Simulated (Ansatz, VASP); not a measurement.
## Si2C: VASP beside Ansatz

The input INCAR:

```
SYSTEM = Si2C
  ALGO = Normal
  EDIFF = 1E-6
  EDIFFG = -0.04
  ENCUT = 600
  GGA = PE
  IBRION = 2
  ISIF = 3
  ISMEAR = 0
  LASPH = .TRUE.
  LCHARG = .FALSE.
  LREAL = .FALSE.
  LWAVE = .FALSE.
  NELM = 100
  NSW = 90
  PREC = Accurate
  SIGMA = 0.1
```

The input KPOINTS:

```
k-points
0
G
  6 6 2
  0 0 0
```

POSCAR

```
Si2C
1.0
    3.4407771500      0.0000000000      0.0000000000
   -1.7203885800      2.9798004200      0.0000000000
    0.0000000000      0.0000000000      8.4281483500
Si C
4 2
Direct
    0.3333333300      0.6666666700      0.0416666700
    0.6666666700      0.3333333300      0.7083333300
    0.3333333300      0.6666666700      0.2916666700
    0.6666666700      0.3333333300      0.9583333300
    0.0000000000      0.0000000000      0.3750000000
    0.0000000000      0.0000000000      0.6250000000
```

Input for Ansatz:

```yaml
crystal:
  lattice:
    - [3.44077715, 0.0, 0.0]
    - [-1.72038858, 2.97980042, 0.0]
    - [0.0, 0.0, 8.42814835]
  atoms:
    - { symbol: Si, position: [0.33333333, 0.66666667, 0.04166667] }
    - { symbol: Si, position: [0.66666667, 0.33333333, 0.70833333] }
    - { symbol: Si, position: [0.33333333, 0.66666667, 0.29166667] }
    - { symbol: Si, position: [0.66666667, 0.33333333, 0.95833333] }
    - { symbol: C, position: [0.0, 0.0, 0.375] }
    - { symbol: C, position: [0.0, 0.0, 0.625] }
basis:
  ecutwfc: 420
kpoints:
  mp_grid: { grid: [6, 6, 2] }
hamiltonian:
  xc: pbe
scf:
  occupations: { method: gaussian, width: 0.1 }
  lower_state_search: "off"
output:
  forces: true
  stress: true
  eigenvalues: true
relax:
  adjacent_minimum: "off"
  f_tol: 0.04
  max_steps: 70
  cell: { stress_tol: 0.4 }
```

Alike in both runs: task relaxation of cell and atoms; functional PBE; k mesh 6 × 6 × 2; occupations gaussian, width 0.1 eV; no spin polarisation.

```csv
,VASP,Ansatz
version,VASP 6.6.1,Ansatz 0.2.0
potentials or method,"VASP PAW PBE potentials, release 64 (Si, C), cutoff 600 eV","scalar-relativistic, plane waves, PAW"
valence electrons in the cell,24,24
```

|  | VASP | Ansatz | Ansatz less VASP |
| --- | --- | --- | --- |
| gap on the k mesh at the Fermi level, each at its own relaxed structure (eV) | none | none | - |
| relaxed volume (Å³/atom) | 13.25 | 13.26 | +0.010 |
| relaxed length of the cell vector where the two differ most in proportion (Å) | 8.903 | 8.905 | +0.0025 |

A gap of «none» marks a metal or a gap that the smearing closes.

The k mesh is coarse, so the values compare programs but aren't converged.
